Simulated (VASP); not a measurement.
# Bi in VASP: notebook, part 2 of 3

VASP 6.6.1. Earlier steps stand in the parts before.

### 4 Single point, PBE

Contents of INCAR:

```
PREC = Accurate
ENCUT = 520
EDIFF = 1E-6
ISMEAR = 0
SIGMA = 0.02
LREAL = False
LASPH = True
NELM = 60
ALGO = Normal
ISIF = 2
LWAVE = False
LCHARG = False
LDIPOL = True
IDIPOL = 3
DIPOL = 0.5 0.5 0.500
GGA = PE
NBANDS = 22
```

Contents of KPOINTS:

```
Automatic mesh
0
Gamma
  9 9 1
```

Contents of POSCAR:

```
Bi
1.0
    4.5580000000      0.0000000000      0.0000000000
   -2.2790000000      3.9473437904      0.0000000000
    0.0000000000      0.0000000000     28.0000000000
Bi
2
Direct
    0.3333333333      0.6666666667      0.5462142857
    0.6666666667      0.3333333333      0.4537857143
```

Potentials or basis: VASP PAW PBE potentials, release 64 (Bi_d).

On the command line:

```bash
> cat potpaw_PBE.64/Bi_d/POTCAR > POTCAR
> mpirun -np 1 vasp_std > vasp.out
```

OUTCAR:

```text
PREC = Accurate
   ENCUT = 520
   EDIFF = 1E-6
   ISMEAR = 0
   LREAL = False
   LASPH = True
   NELM = 60
   ISIF = 2
   GGA = PE

 ion  position               nearest neighbor table
   1  0.333  0.667  0.546-   2 3.69   2 3.69   2 3.69
   2  0.667  0.333  0.454-   1 3.69   1 3.69   1 3.69

  LATTYP: Found a hexagonal cell.
 ALAT       =     4.5580000000
 C/A-ratio  =     6.1430451953

  Lattice vectors:

 A1 = (   4.5580000000,   0.0000000000,   0.0000000000)
 A2 = (  -2.2790000000,   3.9473437904,   0.0000000000)
 A3 = (   0.0000000000,   0.0000000000,  28.0000000000)

Analysis of symmetry for initial positions (statically):
=====================================================================
 Subroutine PRICEL returns:
 Original cell was already a primitive cell.

 Routine SETGRP: Setting up the symmetry group for a
 hexagonal supercell.

 Subroutine GETGRP returns: Found 12 space group operations
 (whereof 12 operations were pure point group operations)
 out of a pool of 24 trial point group operations.

The static configuration has the point symmetry D_3d.

Analysis of symmetry for dynamics (positions and initial velocities):
=====================================================================
 Subroutine PRICEL returns:
 Original cell was already a primitive cell.

 Routine SETGRP: Setting up the symmetry group for a
 hexagonal supercell.

 Subroutine GETGRP returns: Found 12 space group operations
 (whereof 12 operations were pure point group operations)
 out of a pool of 24 trial point group operations.

The dynamic configuration has the point symmetry D_3d.

 Subroutine INISYM returns: Found 12 space group operations
 (whereof 12 operations are pure point group operations),
 and found     1 'primitive' translations

----------------------------------------------------------------------------------------

                                     Primitive cell

  volume of cell :     503.7758

  direct lattice vectors                    reciprocal lattice vectors
     4.558000000  0.000000000  0.000000000     0.219394471  0.126667457  0.000000000
    -2.279000000  3.947343790  0.000000000     0.000000000  0.253334914  0.000000000
     0.000000000  0.000000000 28.000000000     0.000000000  0.000000000  0.035714286

  length of vectors
     4.558000000  4.558000000 28.000000000     0.253334914  0.253334914  0.035714286

  position of ions in fractional coordinates (direct lattice)
     0.333333333  0.666666667  0.546214286
     0.666666667  0.333333333  0.453785714

  ion indices of the primitive-cell ions
   primitive index   ion index
                 1           1
                 2           2

----------------------------------------------------------------------------------------

 KPOINTS: Automatic mesh

Automatic generation of k-mesh.
 Grid dimensions read from file:
 generate k-points for:    9    9    1

 Generating k-lattice:

  Cartesian coordinates                     Fractional coordinates (reciprocal lattice)
     0.024377163  0.014074162  0.000000000     0.111111111  0.000000000  0.000000000
     0.000000000  0.028148324  0.000000000     0.000000000  0.111111111  0.000000000
     0.000000000  0.000000000  0.035714286     0.000000000  0.000000000  1.000000000

  Length of vectors
     0.028148324  0.028148324  0.035714286

  Shift w.r.t. Gamma in fractional coordinates (k-lattice)
     0.000000000  0.000000000  0.000000000

 Subroutine IBZKPT returns following result:
 ===========================================

 Found     12 irreducible k-points:

 Following reciprocal coordinates:
            Coordinates               Weight
  0.000000  0.000000  0.000000      1.000000
  0.111111  0.000000  0.000000      6.000000
  0.222222 -0.000000  0.000000      6.000000
  0.333333 -0.000000  0.000000      6.000000
  0.444444 -0.000000  0.000000      6.000000
  0.111111  0.111111  0.000000      6.000000
  0.222222  0.111111  0.000000     12.000000
  0.333333  0.111111  0.000000     12.000000
  0.444444  0.111111  0.000000      6.000000
  0.222222  0.222222  0.000000      6.000000
  0.333333  0.222222  0.000000     12.000000
  0.333333  0.333333  0.000000      2.000000
   k-points           NKPTS =     12   k-points in BZ     NKDIM =     12   number of bands    NBANDS=     22
   number of dos      NEDOS =    301   number of ions     NIONS =      2
   total plane-waves  NPLWV = 272160
   dimension x,y,z NGX =    36 NGY =   36 NGZ =  210
   dimension x,y,z NGXF=    72 NGYF=   72 NGZF=  420
   ions per type =               2
   NGX,Y,Z   is equivalent  to a cutoff of  13.13, 13.13, 12.47 a.u.
   NGXF,Y,Z  is equivalent  to a cutoff of  26.26, 26.26, 24.94 a.u.
 SYSTEM =  unknown system
   PREC   = accura    normal or accurate (medium, high low for compatibility)
   ISTART =      0    job   : 0-new  1-cont  2-samecut
   ICHARG =      2    charge: 1-file 2-atom 10-const
   ISPIN  =      1    spin polarized calculation?
   LNONCOLLINEAR =      F non collinear calculations
   LSORBIT =      F    spin-orbit coupling
   LASPH  =      T    aspherical Exc in radial PAW
   ENCUT  =  520.0 eV  38.22 Ry    6.18 a.u.   8.47  8.47 52.06*2*pi/ulx,y,z
   NELM   =     60;   NELMIN=  2; NELMDL= -5     # of ELM steps
   EDIFF  = 0.1E-05   stopping-criterion for ELM
   LREAL  =      F    real-space projection
   EDIFFG = 0.1E-04   stopping-criterion for IOM
   NSW    =      0    number of steps for IOM
   IBRION =     -1    ionic relax: 0-MD 1-quasi-New 2-CG
   NFREE  =      0    steps in history (QN), initial steepest desc. (CG)
   ISIF   =      2    stress and relaxation
   ISYM   =      2    0-nonsym 1-usesym 2-fastsym
   POTIM  = 0.5000    time-step for ionic-motion
   TEBEG  =    0.0;   TEEND  =   0.0 temperature during run
   PSTRESS=    0.0 pullay stress
   NELECT =      30.0000    total number of electrons
   NUPDOWN=      -1.0000    fix difference up-down
   EMIN   =  10.00;   EMAX   =-10.00  energy-range for DOS
   EFERMI =   0.00;   METHOD = LEGACY
   ISMEAR =     0;   SIGMA  =   0.02  broadening in eV -4-tet -1-fermi 0-gaus
   EFERMI_NEDOS =   21; number of points for ismear=-14 and -15
   IALGO  =     38    algorithm
   IMIX   =      4    mixing-type and parameters
     AMIX     =   0.40;   BMIX     =  1.00
     AMIX_MAG =   1.60;   BMIX_MAG =  1.00
  volume/ion in A,a.u.               =     251.89      1699.82
  Fermi-wavevector in a.u.,A,eV,Ry     =   0.639297  1.208097  5.560714  0.408701
  Thomas-Fermi vector in A             =   1.704925
   LORBIT       =      0    0 simple, 1 ext, 2 COOP (PROOUT), +10 PAW based schemes
   GGA     = PE    functional components
   LHFCALC =     F    Hartree Fock is set to
   AEXX    =    0.0000 exact exchange contribution
   IVDW    =     0    specifies the selected vdW correction
   LEPSILON=     F    determine dielectric tensor
   LRPA    =     F    only Hartree local field effects (RPA)
 non-spin polarized calculation
 Gauss-broadening in eV      SIGMA  =   0.02
  energy-cutoff  :      520.00
  volume of cell :      503.78
 maximum number of plane-waves:     13659
 NGX is ok and might be reduce to    36
   NGX = 17   NGY = 17   NGZ =105

 number of electron      29.9999990 magnetization

 dipolmoment           0.000000      0.000000     -0.000000 electrons x Angstroem

 Free energy of the ion-electron system (eV)
  ---------------------------------------------------
  ext. energy  EPLUGINS =         0.00000000
  ---------------------------------------------------
  free energy    TOTEN  =        -5.65009156 eV

  energy without entropy =       -5.65009156  energy(sigma->0) =       -5.65009156

 E-fermi :  -2.2850     XC(G=0):  -2.0695

 val. band max:       -2.3577359292   @ k =   0.2222  -0.0000   0.0000
 cond. band min:      -2.2104405711   @ k =   0.3333   0.2222   0.0000
 fundamental gap:      0.1472953582
 Fermi energy:        -2.2849955043

 k-point     1 :       0.0000    0.0000    0.0000
  band No.  band energies     occupation
      1     -25.3403      2.00000
      2     -25.3403      2.00000
      3     -25.3305      2.00000
      4     -25.3233      2.00000
      5     -25.3233      2.00000
      6     -25.3123      2.00000
[... 274 lines left out ...]
      6     -25.3145      2.00000
[... 14 lines left out ...]
     21       3.3980      0.00000
     22       3.7522      0.00000

------------------------ aborting loop because EDIFF is reached ----------------------------------------

 vacuum level on the upper side and lower side of the slab       (xc-potential included)        -0.005        -0.005

  FORCE on cell =-STRESS in cart. coord.  units (eV):
  Direction    XX          YY          ZZ          XY          YZ          ZX
  --------------------------------------------------------------------------------------
  -------------------------------------------------------------------------------------
  Total       -3.6462404     -3.6462404     -6.6815947      0.0000000     -0.0000000      0.0000000
  in kB      -11.5962769    -11.5962769    -21.2497295      0.0000000     -0.0000000      0.0000000
  external PRESSURE =     -14.8140945 kB  Pullay stress =       0.0000000 kB

 VOLUME and BASIS-vectors are now :
 -----------------------------------------------------------------------------
  energy-cutoff  :      520.00
  volume of cell :      503.78
      direct lattice vectors                 reciprocal lattice vectors
     4.558000000  0.000000000  0.000000000     0.219394471  0.126667457  0.000000000
    -2.279000000  3.947343790  0.000000000     0.000000000  0.253334914  0.000000000
     0.000000000  0.000000000 28.000000000     0.000000000  0.000000000  0.035714286

 POSITION                                       TOTAL-FORCE (eV/Angst)
 -----------------------------------------------------------------------------------
     -0.00000      2.63156     15.29400         0.000000     -0.000000     -2.569279
      2.27900      1.31578     12.70600        -0.000000      0.000000      2.569279
 -----------------------------------------------------------------------------------
    total drift:                                0.000000      0.000000      0.000000

  FREE ENERGIE OF THE ION-ELECTRON SYSTEM (eV)
  ---------------------------------------------------
  free  energy   TOTEN  =        -5.6500915602 eV

  energy  without entropy=       -5.6500915572  energy(sigma->0) =       -5.65009156

 vacuum level on the upper side and lower side of the slab         1.405         1.405
```

OSZICAR:

```text
N       E                     dE             d eps       ncg     rms          rms(c)
DAV:   1     0.203262154424E+03    0.20326E+03   -0.13069E+04   736   0.973E+02
DAV:   2     0.993481840552E+01   -0.19333E+03   -0.19075E+03   626   0.269E+02
DAV:   3    -0.523295451637E+01   -0.15168E+02   -0.15095E+02   638   0.899E+01
[... 13 lines left out ...]
DAV:  17    -0.565007536445E+01   -0.15335E-04   -0.46397E-07   474   0.362E-03    0.559E-04
DAV:  18    -0.565008604149E+01   -0.10677E-04   -0.69954E-07   464   0.478E-03    0.590E-04
DAV:  19    -0.565008955072E+01   -0.35092E-05   -0.96446E-08   410   0.224E-03    0.161E-04
DAV:  20    -0.565009112539E+01   -0.15747E-05   -0.34664E-08   406   0.799E-04    0.152E-04
DAV:  21    -0.565009156020E+01   -0.43481E-06   -0.12150E-08   388   0.597E-04
   1 F= -.56500916E+01 E0= -.56500916E+01  d E =-.304645E-08
```

Wall time 2.3 min (1 thread of AMD EPYC 9R45 (Zen 5), shared host); peak memory 0.55 GiB.

What came out:

```
Free energy            : -5.6501 eV
Largest force          : 2.569 eV/Å
Band gap on the k mesh : zero (bands 15 and 16 overlap by 0.58 eV)
```

Forces in eV/Å, atoms in the order of the input:
```
Bi   0.000  0.000 -2.569
Bi   0.000  0.000  2.569
```

Levels at points of the mesh, in eV from the Fermi level:
| k point | band 13 | band 14 | band 15 | band 16 | band 17 | band 18 |
| --- | --- | --- | --- | --- | --- | --- |
| (0.00, 0.00, 0.00) | -1.79 | 0.36 | 0.42 | 0.42 | 1.43 | 1.43 |

Caveat: spin-orbit coupling is left out, which moves the levels of the heavy elements.

[end of part 2 of 3]

The gap in the log of VASP goes by the Fermi energy; the results here count the filled bands.